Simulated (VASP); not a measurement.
# TiCo3 (Pm-3m) in VASP: further runs, part 2 of 2

VASP 6.6.1. Earlier steps stand in the parts before.

## 3. Single point, PBEsol, collinear spin, ferromagnetic start (11.66 Å³/atom)

This run uses another cell than the first one, of 11.66 Å³/atom.

Input file INCAR:

```
PREC     = Accurate       # precision mode
ENCUT    = 520            # plane-wave cutoff, eV
EDIFF    = 1E-7           # SCF threshold, eV
ISMEAR   = 0              # smearing method
SIGMA    = 0.15           # smearing width, eV
LREAL    = False          # projectors in reciprocal space
LASPH    = True           # aspherical terms in the spheres
NELM     = 150            # most SCF steps
ALGO     = Normal         # electronic algorithm
ISIF     = 2              # what is computed and relaxed
LWAVE    = False          # write WAVECAR
LCHARG   = False          # write CHGCAR
ISPIN    = 2              # spin polarisation
MAGMOM   = 0.7 1.54 1.54 1.54 # initial moments
LORBIT   = 11             # projections on sites
NUPDOWN  = 5.32           # fixed moment
LMAXMIX  = 4              # l up to which the mixer works
GGA      = PS             # functional
NBANDS   = 32             # bands
```

Input file KPOINTS:

```
Automatic mesh
0
Gamma
  12 12 12
```

Input file POSCAR:

```
TiCo3
1.0
    3.6000000000      0.0000000000      0.0000000000
    0.0000000000      3.6000000000      0.0000000000
    0.0000000000      0.0000000000      3.6000000000
Ti Co
1 3
Direct
    0.0000000000      0.0000000000      0.0000000000
    0.0000000000      0.5000000000      0.5000000000
    0.5000000000      0.0000000000      0.5000000000
    0.5000000000      0.5000000000      0.0000000000
```

Potentials or basis: VASP PAW PBE potentials, release 64 (Ti_sv, Co).

On the command line:

```sh
$ cat potpaw_PBE.64/Ti_sv/POTCAR potpaw_PBE.64/Co/POTCAR > POTCAR
$ mpirun -np 1 vasp_std > vasp.out
```

OUTCAR:

```text
PREC = Accurate
   ENCUT = 520
   EDIFF = 1E-7
   ISMEAR = 0
   LREAL = False
   LASPH = True
   NELM = 150
   ISIF = 2
   ISPIN = 2
   LORBIT = 11
   NUPDOWN = 5.32
   GGA = PS

 ion  position               nearest neighbor table
   1  0.000  0.000  0.000-   2 2.55   3 2.55   4 2.55   2 2.55   3 2.55   2 2.55   4 2.55   2 2.55
                             3 2.55   4 2.55   3 2.55   4 2.55
   2  0.000  0.500  0.500-   1 2.55   3 2.55   4 2.55   1 2.55   4 2.55   1 2.55   3 2.55   1 2.55
                             3 2.55   4 2.55   4 2.55   3 2.55
[... 1870 lines left out ...]
      direct lattice vectors                 reciprocal lattice vectors
     3.600000000  0.000000000  0.000000000     0.277777778  0.000000000  0.000000000
     0.000000000  3.600000000  0.000000000     0.000000000  0.277777778  0.000000000
     0.000000000  0.000000000  3.600000000     0.000000000  0.000000000  0.277777778

 POSITION                                       TOTAL-FORCE (eV/Angst)
 -----------------------------------------------------------------------------------
      0.00000      0.00000      0.00000         0.000000      0.000000      0.000000
      0.00000      1.80000      1.80000         0.000000      0.000000      0.000000
      1.80000      0.00000      1.80000         0.000000      0.000000      0.000000
      1.80000      1.80000      0.00000         0.000000      0.000000      0.000000
 -----------------------------------------------------------------------------------
    total drift:                                0.000000      0.000000      0.000000

  FREE ENERGIE OF THE ION-ELECTRON SYSTEM (eV)
  ---------------------------------------------------
  free  energy   TOTEN  =       -31.1445257772 eV

  energy  without entropy=      -31.0458643207  energy(sigma->0) =      -31.09519505

 total charge

# of ion       s       p       d       tot
------------------------------------------
    1        2.259   6.215   1.955  10.429
    2        0.524   0.532   7.230   8.285
    3        0.524   0.532   7.230   8.285
    4        0.524   0.532   7.230   8.285
--------------------------------------------------
tot          3.831   7.810  23.644  35.285

 magnetization (x)

# of ion       s       p       d       tot
------------------------------------------
    1       -0.000   0.022   0.112   0.134
    2        0.017   0.047   1.615   1.680
    3        0.017   0.047   1.615   1.680
    4        0.017   0.047   1.615   1.680
--------------------------------------------------
tot          0.052   0.164   4.958   5.174
```

OSZICAR:

```text
N       E                     dE             d eps       ncg     rms          rms(c)
DAV:   1     0.321062074137E+03    0.32106E+03   -0.16967E+04 10784   0.161E+03
DAV:   2    -0.108751811010E+02   -0.33194E+03   -0.31434E+03 10880   0.373E+02
DAV:   3    -0.355953992907E+02   -0.24720E+02   -0.23610E+02 13344   0.118E+02
DAV:   4    -0.364852540475E+02   -0.88985E+00   -0.88457E+00 14056   0.195E+01
DAV:   5    -0.365086206803E+02   -0.23367E-01   -0.23365E-01 13320   0.298E+00    0.244E+01
DAV:   6    -0.367269015839E+02   -0.21828E+00   -0.42007E+01 11904   0.904E+01    0.211E+01
DAV:   7    -0.315358485003E+02    0.51911E+01   -0.16956E+01 13424   0.531E+01    0.896E+00
DAV:   8    -0.311952141989E+02    0.34063E+00   -0.13980E+00 14624   0.140E+01    0.258E+00
DAV:   9    -0.311785554531E+02    0.16659E-01   -0.19563E-01 14408   0.506E+00    0.231E+00
DAV:  10    -0.311470981993E+02    0.31457E-01   -0.50985E-02 13384   0.261E+00    0.109E+00
DAV:  11    -0.311443512396E+02    0.27470E-02   -0.13071E-02 15104   0.113E+00    0.247E-01
DAV:  12    -0.311445153303E+02   -0.16409E-03   -0.22081E-03 12384   0.479E-01    0.913E-02
DAV:  13    -0.311445413768E+02   -0.26047E-04   -0.16500E-04 13552   0.142E-01    0.662E-02
DAV:  14    -0.311445302867E+02    0.11090E-04   -0.59026E-05 15856   0.708E-02    0.223E-02
DAV:  15    -0.311445270890E+02    0.31977E-05   -0.83676E-06 13992   0.218E-02    0.805E-03
DAV:  16    -0.311445258150E+02    0.12740E-05   -0.16274E-06 13432   0.125E-02    0.455E-03
DAV:  17    -0.311445257772E+02    0.37711E-07   -0.36896E-07 11640   0.668E-03
   1 F= -.31144526E+02 E0= -.31095195E+02  d E =-.986615E-01  mag=     5.3200
```

stdout:

```text
POSCAR found type information on POSCAR TiCo
 POSCAR found :  2 types and       4 ions
 scaLAPACK will be used
 -----------------------------------------------------------------------------
|                                                                             |
|                                                                             |
|     You enforced a specific xc type in the INCAR file but a different       |
|     I HOPE YOU KNOW WHAT YOU ARE DOING!                                     |
|                                                                             |
 -----------------------------------------------------------------------------

 LDA part: xc-table for (Slater+PW92), standard interpolation
 POSCAR, INCAR and KPOINTS ok, starting setup
 FFT: planning ... GRIDC
 FFT: planning ... GRID_SOFT
 FFT: planning ... GRID
 WAVECAR not read
 entering main loop
```

Run time: 8.5 min. Hardware: 1 thread of Oxide Virtual Turin-like, shared host; peak memory 0.27 GiB.

What came out:

```yaml
Free_energy: -31.1445 eV
Pressure: 3.9 GPa
Net_moment: 5.32 μB per cell
Site_moments: Ti +0.13; Co +1.68 μB
Valence_electrons_inside_the_program's_atomic_spheres: Ti 10.43; Co 8.29
```

Caveat: the cell stands under pressure; the PAW data sets were made with another functional, which shifts forces and pressure a little; the total moment is fixed, so each spin has its own Fermi level and the state may be an excited one.

## 4. Single point, PBEsol, collinear spin, ferromagnetic start (11.66 Å³/atom)

This run uses another cell than the first one, of 11.66 Å³/atom.

Changes to INCAR since step 3:

```diff
@@ -2,3 +2,3 @@
 ENCUT    = 520            # plane-wave cutoff, eV
-EDIFF    = 1E-7           # SCF threshold, eV
+EDIFF    = 1E-6           # SCF threshold, eV
 ISMEAR   = 0              # smearing method
@@ -13,5 +13,5 @@
 ISPIN    = 2              # spin polarisation
-MAGMOM   = 0.7 1.54 1.54 1.54 # initial moments
+MAGMOM   = 0.5 1.1 1.1 1.1 # initial moments
 LORBIT   = 11             # projections on sites
-NUPDOWN  = 5.32           # fixed moment
+NUPDOWN  = 3.8            # fixed moment
 LMAXMIX  = 4              # l up to which the mixer works
```

KPOINTS is that of step 3.

POSCAR is that of step 3.

Potentials or basis: VASP PAW PBE potentials, release 64 (Ti_sv, Co).

On the command line:

```sh
$ cat potpaw_PBE.64/Ti_sv/POTCAR potpaw_PBE.64/Co/POTCAR > POTCAR
$ mpirun -np 1 vasp_std > vasp.out
```

OUTCAR:

```text
PREC = Accurate
   ENCUT = 520
   EDIFF = 1E-6
   ISMEAR = 0
   LREAL = False
   LASPH = True
   NELM = 150
   ISIF = 2
   ISPIN = 2
   LORBIT = 11
   NUPDOWN = 3.8
   GGA = PS

 ion  position               nearest neighbor table
   1  0.000  0.000  0.000-   2 2.55   3 2.55   4 2.55   2 2.55   3 2.55   2 2.55   4 2.55   2 2.55
                             3 2.55   4 2.55   3 2.55   4 2.55
   2  0.000  0.500  0.500-   1 2.55   3 2.55   4 2.55   1 2.55   4 2.55   1 2.55   3 2.55   1 2.55
                             3 2.55   4 2.55   4 2.55   3 2.55
   3  0.500  0.000  0.500-   1 2.55   2 2.55   4 2.55   1 2.55   4 2.55   2 2.55   4 2.55   4 2.55
                             1 2.55   2 2.55   1 2.55   2 2.55
   4  0.500  0.500  0.000-   1 2.55   2 2.55   3 2.55   2 2.55   3 2.55   1 2.55   3 2.55   3 2.55
                             1 2.55   2 2.55   2 2.55   1 2.55

  LATTYP: Found a simple cubic cell.
 ALAT       =     3.6000000000

  Lattice vectors:

 A1 = (   3.6000000000,   0.0000000000,   0.0000000000)
 A2 = (   0.0000000000,   3.6000000000,   0.0000000000)
 A3 = (   0.0000000000,   0.0000000000,   3.6000000000)

Analysis of symmetry for initial positions (statically):
=====================================================================
 Subroutine PRICEL returns:
 Original cell was already a primitive cell.

 Routine SETGRP: Setting up the symmetry group for a
 simple cubic supercell.

 Subroutine GETGRP returns: Found 48 space group operations
 (whereof 48 operations were pure point group operations)
 out of a pool of 48 trial point group operations.

The static configuration has the point symmetry O_h .

Analysis of symmetry for dynamics (positions and initial velocities):
=====================================================================
 Subroutine PRICEL returns:
 Original cell was already a primitive cell.

 Routine SETGRP: Setting up the symmetry group for a
 simple cubic supercell.

 Subroutine GETGRP returns: Found 48 space group operations
 (whereof 48 operations were pure point group operations)
 out of a pool of 48 trial point group operations.

The dynamic configuration has the point symmetry O_h .

Analysis of structural, dynamic, and magnetic symmetry:
=====================================================================
 Subroutine PRICEL returns:
 Original cell was already a primitive cell.

 Routine SETGRP: Setting up the symmetry group for a
 simple cubic supercell.

 Subroutine GETGRP returns: Found 48 space group operations
 (whereof 48 operations were pure point group operations)
 out of a pool of 48 trial point group operations.

The overall configuration has the point symmetry O_h .

 Subroutine INISYM returns: Found 48 space group operations
 (whereof 48 operations are pure point group operations),
 and found     1 'primitive' translations

----------------------------------------------------------------------------------------

                                     Primitive cell

  volume of cell :      46.6560

  direct lattice vectors                    reciprocal lattice vectors
     3.600000000  0.000000000  0.000000000     0.277777778  0.000000000  0.000000000
     0.000000000  3.600000000  0.000000000     0.000000000  0.277777778  0.000000000
     0.000000000  0.000000000  3.600000000     0.000000000  0.000000000  0.277777778
[... 88 lines left out ...]
   EDIFF  = 0.1E-05   stopping-criterion for ELM
   LREAL  =      F    real-space projection
   EDIFFG = 0.1E-04   stopping-criterion for IOM
   NSW    =      0    number of steps for IOM
   IBRION =     -1    ionic relax: 0-MD 1-quasi-New 2-CG
   NFREE  =      0    steps in history (QN), initial steepest desc. (CG)
   ISIF   =      2    stress and relaxation
   ISYM   =      2    0-nonsym 1-usesym 2-fastsym
   POTIM  = 0.5000    time-step for ionic-motion
   TEBEG  =    0.0;   TEEND  =   0.0 temperature during run
   PSTRESS=    0.0 pullay stress
   NELECT =      39.0000    total number of electrons
   NUPDOWN=       3.8000    fix difference up-down
   EMIN   =  10.00;   EMAX   =-10.00  energy-range for DOS
   EFERMI =   0.00;   METHOD = LEGACY
   ISMEAR =     0;   SIGMA  =   0.15  broadening in eV -4-tet -1-fermi 0-gaus
   EFERMI_NEDOS =   21; number of points for ismear=-14 and -15
   IALGO  =     38    algorithm
   IMIX   =      4    mixing-type and parameters
     AMIX     =   0.40;   BMIX     =  1.00
     AMIX_MAG =   1.60;   BMIX_MAG =  1.00
  volume/ion in A,a.u.               =      11.66        78.71
  Fermi-wavevector in a.u.,A,eV,Ry     =   1.542152  2.914245 32.357824  2.378233
  Thomas-Fermi vector in A             =   2.647997
   LORBIT       =     11    0 simple, 1 ext, 2 COOP (PROOUT), +10 PAW based schemes
   GGA     = PS    functional components
   LHFCALC =     F    Hartree Fock is set to
   AEXX    =    0.0000 exact exchange contribution
   IVDW    =     0    specifies the selected vdW correction
   LEPSILON=     F    determine dielectric tensor
   LRPA    =     F    only Hartree local field effects (RPA)
 spin polarized calculation
 Gauss-broadening in eV      SIGMA  =   0.15
  energy-cutoff  :      520.00
  volume of cell :       46.66
 maximum number of plane-waves:      1328
 NGX is ok and might be reduce to    28
   NGX = 13   NGY = 13   NGZ = 13

 number of electron      39.0000037 magnetization       3.8000011

 Free energy of the ion-electron system (eV)
  ---------------------------------------------------
  ext. energy  EPLUGINS =         0.00000000
  ---------------------------------------------------
  free energy    TOTEN  =       -32.12820018 eV

  energy without entropy =      -32.04197123  energy(sigma->0) =      -32.08508571

 E-fermi :   9.8923     XC(G=0): -13.3204

 val. band max:       11.1067808055   @ k =   0.4167   0.0833   0.0000
 cond. band min:       9.8953037111   @ k =   0.4167   0.3333   0.0833
 fundamental gap:     -1.2114770944
 Fermi energy:        11.1160926262

 spin component 1

 k-point     1 :       0.0000    0.0000    0.0000
  band No.  band energies     occupation
      1     -46.1346      1.00000
      2     -22.4901      1.00000
      3     -22.4901      1.00000
      4     -22.4901      1.00000
      5       1.8449      1.00000
      6       5.3000      1.00000
[... 805 lines left out ...]
     30      21.3201      0.00000
     31      21.9094      0.00000

 [... further k-points ...]

 spin component 2

 k-point     1 :       0.0000    0.0000    0.0000
  band No.  band energies     occupation
      1     -46.2784      1.00000
      2     -22.6381      1.00000
      3     -22.6381      1.00000
      4     -22.6381      1.00000
      5       1.9818      1.00000
      6       6.0160      1.00000
[... 805 lines left out ...]
     30      21.7682      0.00000
     31      22.2314      0.00000

 [... further k-points ...]

 [bands above 31 left out]

------------------------ aborting loop because EDIFF is reached ----------------------------------------

  FORCE on cell =-STRESS in cart. coord.  units (eV):
  Direction    XX          YY          ZZ          XY          YZ          ZX
  --------------------------------------------------------------------------------------
  -------------------------------------------------------------------------------------
  Total       -1.1844481     -1.1844481     -1.1844481     -0.0000000     -0.0000000      0.0000000
  in kB      -40.6742092    -40.6742092    -40.6742092     -0.0000000     -0.0000000      0.0000000
  external PRESSURE =     -40.6742092 kB  Pullay stress =       0.0000000 kB

 VOLUME and BASIS-vectors are now :
 -----------------------------------------------------------------------------
  energy-cutoff  :      520.00
  volume of cell :       46.66
      direct lattice vectors                 reciprocal lattice vectors
     3.600000000  0.000000000  0.000000000     0.277777778  0.000000000  0.000000000
     0.000000000  3.600000000  0.000000000     0.000000000  0.277777778  0.000000000
     0.000000000  0.000000000  3.600000000     0.000000000  0.000000000  0.277777778

 POSITION                                       TOTAL-FORCE (eV/Angst)
 -----------------------------------------------------------------------------------
      0.00000      0.00000      0.00000         0.000000      0.000000      0.000000
      0.00000      1.80000      1.80000         0.000000      0.000000      0.000000
      1.80000      0.00000      1.80000         0.000000      0.000000      0.000000
      1.80000      1.80000      0.00000         0.000000      0.000000      0.000000
 -----------------------------------------------------------------------------------
    total drift:                                0.000000      0.000000      0.000000

  FREE ENERGIE OF THE ION-ELECTRON SYSTEM (eV)
  ---------------------------------------------------
  free  energy   TOTEN  =       -32.1282001848 eV

  energy  without entropy=      -32.0419712317  energy(sigma->0) =      -32.08508571

 total charge

# of ion       s       p       d       tot
------------------------------------------
    1        2.265   6.204   1.936  10.405
    2        0.509   0.522   7.269   8.300
    3        0.509   0.522   7.269   8.300
    4        0.509   0.522   7.269   8.300
--------------------------------------------------
tot          3.792   7.768  23.743  35.303

 magnetization (x)

# of ion       s       p       d       tot
------------------------------------------
    1       -0.003  -0.004  -0.168  -0.176
    2        0.002   0.013   1.307   1.322
    3        0.002   0.013   1.307   1.322
    4        0.002   0.013   1.307   1.322
--------------------------------------------------
tot          0.002   0.036   3.752   3.790
```

Run time: 7.2 min. Hardware: 1 thread of Oxide Virtual Turin-like, shared host; peak memory 0.27 GiB.

What came out:

* Free energy: -32.1282 eV
* Pressure: -4.1 GPa
* Net moment: 3.80 μB per cell
* Site moments: Ti -0.18; Co +1.32 μB
* Valence electrons inside the program's atomic spheres: Ti 10.40; Co 8.30

Caveat: the cell stands under tension; the PAW data sets were made with another functional, which shifts forces and pressure a little; the total moment is fixed, so each spin has its own Fermi level and the state may be an excited one.

## 5. Single point, PBEsol, collinear spin, ferromagnetic start (13.72 Å³/atom)

This run uses another cell than the first one, of 13.72 Å³/atom.

Input file INCAR:

```
ALGO     = Fast           # electronic algorithm
EDIFF    = 1E-6           # SCF threshold, eV
ENCUT    = 520            # plane-wave cutoff, eV
GGA      = PS             # functional
ISIF     = 2              # what is computed and relaxed
ISMEAR   = 0              # smearing method
ISPIN    = 2              # spin polarisation
LASPH    = True           # aspherical terms in the spheres
LCHARG   = False          # write CHGCAR
LMAXMIX  = 4              # l up to which the mixer works
LORBIT   = 11             # projections on sites
LREAL    = False          # projectors in reciprocal space
LWAVE    = False          # write WAVECAR
MAGMOM   = 0.8 1.76 1.76 1.76 # initial moments
NBANDS   = 32             # bands
NELM     = 150            # most SCF steps
NUPDOWN  = 6.08           # fixed moment
PREC     = Accurate       # precision mode
SIGMA    = 0.15           # smearing width, eV
```

Input file KPOINTS:

```
k-points
0
Gamma
  12 12 12
```

Input file POSCAR:

```
TiCo3
1.0
    3.8004616244      0.0000000000      0.0000000000
    0.0000000000      3.8004616244      0.0000000000
    0.0000000000      0.0000000000      3.8004616244
Ti Co
1 3
Direct
    0.0000000000      0.0000000000      0.0000000000
    0.0000000000      0.5000000000      0.5000000000
    0.5000000000      0.0000000000      0.5000000000
    0.5000000000      0.5000000000      0.0000000000
```

On the command line:

```sh
$ cat potpaw_PBE.64/Ti_sv/POTCAR potpaw_PBE.64/Co/POTCAR > POTCAR
$ mpirun -np 1 vasp_std > vasp.out
```

Wall time 5.6 min (1 thread of Oxide Virtual Turin-like, shared host); peak memory 0.3 GiB.

It converged, with:

```yaml
Free_energy: -30.2618 eV
Pressure: -17.5 GPa
Net_moment: 6.08 μB per cell
Site_moments: Ti +0.19; Co +1.91 μB
Valence_electrons_inside_the_program's_atomic_spheres: Ti 10.20; Co 8.02
```

Caveat: the cell stands under tension; the PAW data sets were made with another functional, which shifts forces and pressure a little; the total moment is fixed, so each spin has its own Fermi level and the state may be an excited one.

## 6. Summary

| fixed moment (μB) | cell | pressure (GPa) | moment (μB) |
| --- | --- | --- | --- |
| 1.52 | a = 3.453 Å, 4 atoms | 18.6 | 1.52 |
| 5.32 | a = 3.600 Å, 4 atoms | 3.9 | 5.32 |
| 3.8 | a = 3.600 Å, 4 atoms | -4.1 | 3.80 |
| 6.08 | a = 3.800 Å, 4 atoms | -17.5 | 6.08 |

Alike in all rows: task single point; level PBEsol; potentials or basis VASP PAW PBE potentials, release 64 (Ti_sv, Co); spin collinear, ferromagnetic start; k mesh 12 × 12 × 12; cutoff (eV) 520; smearing gaussian 0.15 eV.

Caveats: the PAW data sets were made with another functional, which shifts forces and pressure a little; the total moment is fixed, so each spin has its own Fermi level and the state may be an excited one; the cell stands under pressure (at least some runs); the cell stands under tension (at least some runs).

Absolute energies hang on the potentials; compare differences alone.
